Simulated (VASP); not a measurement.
# Mn3Sb4 (P-43m) in VASP: notebook

Mn3Sb4 is run at these levels: PBE; tasks: single point.

Program: VASP 6.6.1. These are calculated values, not measurements. Logs are shortened: lines on timing, memory, paths and dates and some standing lists are left out, and cuts for length are marked.

### Step 1. The cell of the first run

It takes space group P-43m (No. 215, cubic). Conventional cell: a = 5.532 Å, b = 5.532 Å, c = 5.532 Å, α = 90.00°, β = 90.00°, γ = 90.00°. Within 3.3 Å of Mn (site symmetry -42m) lie 4 Sb at 2.50 Å. Within 3.3 Å of Sb (site symmetry 3m) lie 3 Mn at 2.50 Å.

The cell was built from a structure type or drawn by symmetry, and may not be a known phase.

### Step 2. Single point, PBE, collinear spin, ferromagnetic start

File INCAR:

```
PREC = Accurate
ENCUT = 520
EDIFF = 1E-7
ISMEAR = 0
SIGMA = 0.1
LREAL = F
LASPH = T
NELM = 150
ALGO = Normal
ISIF = 2
LWAVE = F
LCHARG = F
ISPIN = 2
MAGMOM = 4 4 4 0 0 0 0
LORBIT = 11
LMAXMIX = 4
GGA = PE
NBANDS = 42
```

File KPOINTS:

```
Automatic mesh
0
Gamma
  4 4 4
```

File POSCAR:

```
Mn3Sb4
1.0
    5.5320139700      0.0000000000      0.0000000000
    0.0000000000      5.5320139700      0.0000000000
    0.0000000000      0.0000000000      5.5320139700
Mn Sb
3 4
Direct
    0.0000000000      0.0000000000      0.5000000000
    0.5000000000      0.0000000000      0.0000000000
    0.0000000000      0.5000000000      0.0000000000
    0.7206873300      0.7206873300      0.7206873300
    0.2793126700      0.2793126700      0.7206873300
    0.2793126700      0.7206873300      0.2793126700
    0.7206873300      0.2793126700      0.2793126700
```

Potentials or basis: VASP PAW PBE potentials, release 64 (Mn_pv, Sb).

On the command line:

```sh
> cat potpaw_PBE.64/Mn_pv/POTCAR potpaw_PBE.64/Sb/POTCAR > POTCAR
> mpirun -np 1 vasp_std > vasp.out
```

OUTCAR:

```text
PREC = Accurate
   ENCUT = 520
   EDIFF = 1E-7
   ISMEAR = 0
   LREAL = F
   LASPH = T
   NELM = 150
   ISIF = 2
   ISPIN = 2
   LORBIT = 11
   GGA = PE

 ion  position               nearest neighbor table
   1  0.000  0.000  0.500-   4 2.50   5 2.50   6 2.50   7 2.50
   2  0.500  0.000  0.000-   4 2.50   5 2.50   6 2.50   7 2.50
   3  0.000  0.500  0.000-   4 2.50   5 2.50   6 2.50   7 2.50
   4  0.721  0.721  0.721-   1 2.50   2 2.50   3 2.50   5 3.45   6 3.45   7 3.45
   5  0.279  0.279  0.721-   1 2.50   2 2.50   3 2.50   4 3.45   6 3.45   7 3.45
   6  0.279  0.721  0.279-   1 2.50   2 2.50   3 2.50   4 3.45   5 3.45   7 3.45
   7  0.721  0.279  0.279-   1 2.50   2 2.50   3 2.50   4 3.45   5 3.45   6 3.45

  LATTYP: Found a simple cubic cell.
 ALAT       =     5.5320139700

  Lattice vectors:

 A1 = (   5.5320139700,   0.0000000000,   0.0000000000)
 A2 = (   0.0000000000,   5.5320139700,   0.0000000000)
 A3 = (   0.0000000000,   0.0000000000,   5.5320139700)

Analysis of symmetry for initial positions (statically):
=====================================================================
 Subroutine PRICEL returns:
 Original cell was already a primitive cell.

 Routine SETGRP: Setting up the symmetry group for a
 simple cubic supercell.

 Subroutine GETGRP returns: Found 24 space group operations
 (whereof 24 operations were pure point group operations)
 out of a pool of 48 trial point group operations.

The static configuration has the point symmetry T_d .

Analysis of symmetry for dynamics (positions and initial velocities):
=====================================================================
 Subroutine PRICEL returns:
 Original cell was already a primitive cell.

 Routine SETGRP: Setting up the symmetry group for a
 simple cubic supercell.

 Subroutine GETGRP returns: Found 24 space group operations
 (whereof 24 operations were pure point group operations)
 out of a pool of 48 trial point group operations.

The dynamic configuration has the point symmetry T_d .

Analysis of structural, dynamic, and magnetic symmetry:
=====================================================================
 Subroutine PRICEL returns:
 Original cell was already a primitive cell.

 Routine SETGRP: Setting up the symmetry group for a
 simple cubic supercell.

 Subroutine GETGRP returns: Found 24 space group operations
 (whereof 24 operations were pure point group operations)
 out of a pool of 48 trial point group operations.

The overall configuration has the point symmetry T_d .

 Subroutine INISYM returns: Found 24 space group operations
[... 134 lines left out ...]

 Free energy of the ion-electron system (eV)
  ---------------------------------------------------
  ext. energy  EPLUGINS =         0.00000000
  ---------------------------------------------------
  free energy    TOTEN  =       -39.43369638 eV

  energy without entropy =      -39.41229972  energy(sigma->0) =      -39.42299805

 E-fermi :   6.4285     XC(G=0): -10.0261

 val. band max:        6.4044040220   @ k =   0.2500   0.2500   0.0000
 cond. band min:       6.4627561832   @ k =   0.5000   0.5000   0.0000
 fundamental gap:      0.0583521612
 Fermi energy:         6.4284584258

 spin component 1

 k-point     1 :       0.0000    0.0000    0.0000
  band No.  band energies     occupation
      1     -43.1135      1.00000
      2     -43.1135      1.00000
      3     -43.1135      1.00000
      4     -43.1122      1.00000
      5     -43.1122      1.00000
      6     -43.1122      1.00000
[... 429 lines left out ...]
     40       8.8031      0.00000
     41      11.8475      0.00000
 Fermi energy:         6.4284584258

 spin component 2

 k-point     1 :       0.0000    0.0000    0.0000
  band No.  band energies     occupation
      1     -39.8338      1.00000
      2     -39.8338      1.00000
      3     -39.8338      1.00000
      4     -39.8321      1.00000
      5     -39.8321      1.00000
      6     -39.8321      1.00000
[... 429 lines left out ...]
     40       9.6833      0.00000
     41      12.1986      0.00000
 [bands above 41 left out]

------------------------ aborting loop because EDIFF is reached ----------------------------------------

  FORCE on cell =-STRESS in cart. coord.  units (eV):
  Direction    XX          YY          ZZ          XY          YZ          ZX
  --------------------------------------------------------------------------------------
  -------------------------------------------------------------------------------------
  Total        8.8727183      8.8727183      8.8727183     -0.0000000     -0.0000000     -0.0000000
  in kB       83.9687078     83.9687078     83.9687078     -0.0000000     -0.0000000     -0.0000000
  external PRESSURE =      83.9687078 kB  Pullay stress =       0.0000000 kB

 VOLUME and BASIS-vectors are now :
 -----------------------------------------------------------------------------
  energy-cutoff  :      520.00
  volume of cell :      169.30
      direct lattice vectors                 reciprocal lattice vectors
     5.532013970  0.000000000  0.000000000     0.180765993  0.000000000  0.000000000
     0.000000000  5.532013970  0.000000000     0.000000000  0.180765993  0.000000000
     0.000000000  0.000000000  5.532013970     0.000000000  0.000000000  0.180765993

 POSITION                                       TOTAL-FORCE (eV/Angst)
 -----------------------------------------------------------------------------------
      0.00000      0.00000      2.76601         0.000000      0.000000      0.000000
      2.76601      0.00000      0.00000         0.000000      0.000000      0.000000
      0.00000      2.76601      0.00000         0.000000     -0.000000      0.000000
      3.98685      3.98685      3.98685        -0.431990     -0.431990     -0.431990
      1.54516      1.54516      3.98685         0.431990      0.431990     -0.431990
      1.54516      3.98685      1.54516         0.431990     -0.431990      0.431990
      3.98685      1.54516      1.54516        -0.431990      0.431990      0.431990
 -----------------------------------------------------------------------------------
    total drift:                                0.000000      0.000000     -0.000000

  FREE ENERGIE OF THE ION-ELECTRON SYSTEM (eV)
  ---------------------------------------------------
  free  energy   TOTEN  =       -39.4336963810 eV

  energy  without entropy=      -39.4122997169  energy(sigma->0) =      -39.42299805

 total charge

# of ion       s       p       d       tot
------------------------------------------
    1        0.352   6.230   5.112  11.693
    2        0.352   6.230   5.112  11.693
    3        0.352   6.230   5.112  11.693
    4        1.172   1.313   0.043   2.528
    5        1.172   1.313   0.043   2.528
    6        1.172   1.313   0.043   2.528
    7        1.172   1.313   0.043   2.528
--------------------------------------------------
tot          5.743  23.939  15.509  45.191

 magnetization (x)

# of ion       s       p       d       tot
------------------------------------------
    1        0.047   0.016   3.077   3.140
    2        0.047   0.016   3.077   3.140
    3        0.047   0.016   3.077   3.140
    4       -0.004  -0.179   0.010  -0.174
    5       -0.004  -0.179   0.010  -0.174
    6       -0.004  -0.179   0.010  -0.174
    7       -0.004  -0.179   0.010  -0.174
--------------------------------------------------
tot          0.123  -0.670   9.271   8.724
```

stdout:

```text
POSCAR found type information on POSCAR MnSb
 POSCAR found :  2 types and       7 ions
 scaLAPACK will be used
 LDA part: xc-table for (Slater+PW92), standard interpolation
 POSCAR, INCAR and KPOINTS ok, starting setup
 FFT: planning ... GRIDC
 FFT: planning ... GRID_SOFT
 FFT: planning ... GRID
 WAVECAR not read
 entering main loop
```

Wall time 2.9 min (1 thread of Intel Xeon Platinum 8259CL at 2.50GHz (Skylake/Cascade Lake), shared host); peak memory 0.36 GiB.

What came out:

* Free energy: -39.4337 eV
* Pressure: 8.4 GPa
* Largest force: 0.748 eV/Å
* Net moment: 8.96 μB per cell
* Site moments: Mn +3.14; Sb -0.17 μB
* Valence electrons inside the program's atomic spheres: Mn 11.69; Sb 2.53

Forces in eV/Å, atoms in the order of the input:
```
Mn   0.000  0.000  0.000
Mn   0.000  0.000  0.000
Mn   0.000  0.000  0.000
Sb  -0.432 -0.432 -0.432
Sb   0.432  0.432 -0.432
Sb   0.432 -0.432  0.432
Sb  -0.432  0.432  0.432
```

Caveat: the cell stands under pressure; spin-orbit coupling is left out, which moves the levels of the heavy elements; only a ferromagnetic start was run, and an antiferromagnetic order may lie lower in energy.

### Step 3. Single point, PBE, collinear spin, ferromagnetic start

This run uses another cell than the first one, of 27.83 Å³/atom.

File INCAR:

```
SYSTEM = Mn3Sb4
  PREC = Accurate
  ENCUT = 520
  EDIFF = 1E-6
  ISMEAR = 0
  SIGMA = 0.1
  LREAL = .FALSE.
  LASPH = .TRUE.
  NELM = 150
  ALGO = Normal
  ISIF = 2
  LWAVE = .FALSE.
  LCHARG = .FALSE.
  ISPIN = 2
  MAGMOM = 4 4 4 0 0 0 0
  LORBIT = 11
  LMAXMIX = 4
  GGA = PE
  NBANDS = 42
```

File KPOINTS:

```
regular mesh
0
G
  4 4 4
  0 0 0
```

File POSCAR:

```
Mn3Sb4
1.0
    5.7970198327      0.0000000000      0.0000000000
    0.0000000000      5.7970198327      0.0000000000
    0.0000000000      0.0000000000      5.7970198327
Mn Sb
3 4
Direct
    0.0000000000      0.0000000000      0.5000000000
    0.5000000000      0.0000000000      0.0000000000
    0.0000000000      0.5000000000      0.0000000000
    0.7217301291      0.7217301291      0.7217301291
    0.2782698709      0.2782698709      0.7217301291
    0.2782698709      0.7217301291      0.2782698709
    0.7217301291      0.2782698709      0.2782698709
```

Potentials or basis: VASP PAW PBE potentials, release 64 (Mn_pv, Sb).

On the command line:

```sh
> cat potpaw_PBE.64/Mn_pv/POTCAR potpaw_PBE.64/Sb/POTCAR > POTCAR
> mpirun -np 1 vasp_std > vasp.out
```

OUTCAR:

```text
SYSTEM = Mn3Sb4
   PREC = Accurate
   ENCUT = 520
   EDIFF = 1E-6
   ISMEAR = 0
   LREAL = .FALSE.
   LASPH = .TRUE.
   NELM = 150
   ISIF = 2
   ISPIN = 2
   LORBIT = 11
   GGA = PE

 ion  position               nearest neighbor table
   1  0.000  0.000  0.500-   4 2.62   5 2.62   6 2.62   7 2.62
   2  0.500  0.000  0.000-   4 2.62   5 2.62   6 2.62   7 2.62
   3  0.000  0.500  0.000-   4 2.62   5 2.62   6 2.62   7 2.62
   4  0.722  0.722  0.722-   2 2.62   3 2.62   1 2.62   5 3.64   6 3.64   7 3.64
   5  0.278  0.278  0.722-   2 2.62   3 2.62   1 2.62   4 3.64   6 3.64   7 3.64
   6  0.278  0.722  0.278-   2 2.62   3 2.62   1 2.62   4 3.64   5 3.64   7 3.64
   7  0.722  0.278  0.278-   2 2.62   3 2.62   1 2.62   4 3.64   5 3.64   6 3.64

  LATTYP: Found a simple cubic cell.
 ALAT       =     5.7970198327

  Lattice vectors:

 A1 = (   5.7970198327,   0.0000000000,   0.0000000000)
 A2 = (   0.0000000000,   5.7970198327,   0.0000000000)
 A3 = (   0.0000000000,   0.0000000000,   5.7970198327)

[... 1085 lines left out ...]
  Total        0.0320974      0.0320974      0.0320974      0.0000000     -0.0000000      0.0000000
  in kB        0.2639766      0.2639766      0.2639766      0.0000000     -0.0000000      0.0000000
  external PRESSURE =       0.2639766 kB  Pullay stress =       0.0000000 kB

 VOLUME and BASIS-vectors are now :
 -----------------------------------------------------------------------------
  energy-cutoff  :      520.00
  volume of cell :      194.81
      direct lattice vectors                 reciprocal lattice vectors
     5.797019833  0.000000000  0.000000000     0.172502429  0.000000000  0.000000000
     0.000000000  5.797019833  0.000000000     0.000000000  0.172502429  0.000000000
     0.000000000  0.000000000  5.797019833     0.000000000  0.000000000  0.172502429

 POSITION                                       TOTAL-FORCE (eV/Angst)
 -----------------------------------------------------------------------------------
      0.00000      0.00000      2.89851         0.000000     -0.000000     -0.000000
      2.89851      0.00000      0.00000         0.000000     -0.000000     -0.000000
      0.00000      2.89851      0.00000        -0.000000     -0.000000     -0.000000
      4.18388      4.18388      4.18388        -0.028501     -0.028501     -0.028501
      1.61314      1.61314      4.18388         0.028501      0.028501     -0.028501
      1.61314      4.18388      1.61314         0.028501     -0.028501      0.028501
      4.18388      1.61314      1.61314        -0.028501      0.028501      0.028501
 -----------------------------------------------------------------------------------
    total drift:                                0.000000      0.000000      0.000000

  FREE ENERGIE OF THE ION-ELECTRON SYSTEM (eV)
  ---------------------------------------------------
  free  energy   TOTEN  =       -40.0114737303 eV

  energy  without entropy=      -39.9884483752  energy(sigma->0) =      -39.99996105

 total charge

# of ion       s       p       d       tot
------------------------------------------
    1        0.328   6.184   5.023  11.535
    2        0.328   6.184   5.023  11.535
    3        0.328   6.184   5.023  11.535
    4        1.174   1.254   0.030   2.458
    5        1.174   1.254   0.030   2.458
    6        1.174   1.254   0.030   2.458
    7        1.174   1.254   0.030   2.458
--------------------------------------------------
tot          5.680  23.569  15.188  44.437

 magnetization (x)

# of ion       s       p       d       tot
------------------------------------------
    1        0.048   0.007   3.336   3.391
    2        0.048   0.007   3.336   3.391
    3        0.048   0.007   3.336   3.391
    4       -0.005  -0.250   0.006  -0.249
    5       -0.005  -0.250   0.006  -0.249
    6       -0.005  -0.250   0.006  -0.249
    7       -0.005  -0.250   0.006  -0.249
--------------------------------------------------
tot          0.126  -0.981  10.034   9.179
```

stdout:

```text
POSCAR found type information on POSCAR MnSb
 POSCAR found :  2 types and       7 ions
 scaLAPACK will be used
 LDA part: xc-table for (Slater+PW92), standard interpolation
 POSCAR, INCAR and KPOINTS ok, starting setup
 FFT: planning ... GRIDC
 FFT: planning ... GRID_SOFT
 FFT: planning ... GRID
 WAVECAR not read
 entering main loop
```

It took 3.2 min on 1 thread of Intel Xeon Platinum 8259CL at 2.50GHz (Skylake/Cascade Lake), shared host; peak memory 0.45 GiB.

Results:

```yaml
Free_energy: -40.0115 eV
Pressure: 0.0 GPa
Largest_force: 0.049 eV/Å
Band_gap_on_the_k_mesh: zero (filled and empty bands overlap)
Net_moment: 9.01 μB per cell
Site_moments: Mn +3.39; Sb -0.25 μB
Valence_electrons_inside_the_program's_atomic_spheres: Mn 11.54; Sb 2.46
```

Forces in eV/Å, atoms in the order of the input:
```
Mn   0.000  0.000  0.000
Mn   0.000  0.000  0.000
Mn   0.000  0.000  0.000
Sb  -0.029 -0.029 -0.029
Sb   0.029  0.029 -0.029
Sb   0.029 -0.029  0.029
Sb  -0.029  0.029  0.029
```

Levels at points of the mesh, in eV from the Fermi level:
Spin up:
```
           k point  band 30  band 31  band 32  band 33  band 34  band 35  band 36  band 37  band 38  band 39
(0.00, 0.00, 0.00)    -1.60    -1.60    -0.34    -0.34    -0.34     0.08     0.08     0.08     2.78     2.78
(0.50, 0.00, 0.00)    -1.66    -1.31    -1.31    -1.05    -0.28     0.45     0.62     1.24     1.24     1.46
(0.50, 0.50, 0.00)    -1.48    -0.98    -0.98    -0.56    -0.56    -0.25     0.02     1.06     1.97     1.97
(0.50, 0.50, 0.50)    -1.80    -1.80    -1.78     1.78     1.78     1.78     1.99     1.99     1.99     2.05
```
Spin down:
| k point | band 22 | band 23 | band 24 | band 25 | band 26 | band 27 | band 28 | band 29 |
| --- | --- | --- | --- | --- | --- | --- | --- | --- |
| (0.00, 0.00, 0.00) | -0.93 | -0.46 | -0.46 | -0.46 | 0.79 | 0.79 | 0.79 | 0.84 |
| (0.50, 0.00, 0.00) | -1.07 | -1.07 | -0.28 | -0.28 | 0.58 | 0.67 | 0.67 | 0.87 |
| (0.50, 0.50, 0.00) | -0.95 | -0.63 | -0.14 | -0.14 | 0.80 | 0.84 | 0.90 | 0.90 |
| (0.50, 0.50, 0.50) | -0.80 | -0.20 | -0.20 | -0.20 | 0.75 | 1.14 | 1.14 | 1.14 |

Caveat: spin-orbit coupling is left out, which moves the levels of the heavy elements; only a ferromagnetic start was run, and an antiferromagnetic order may lie lower in energy.
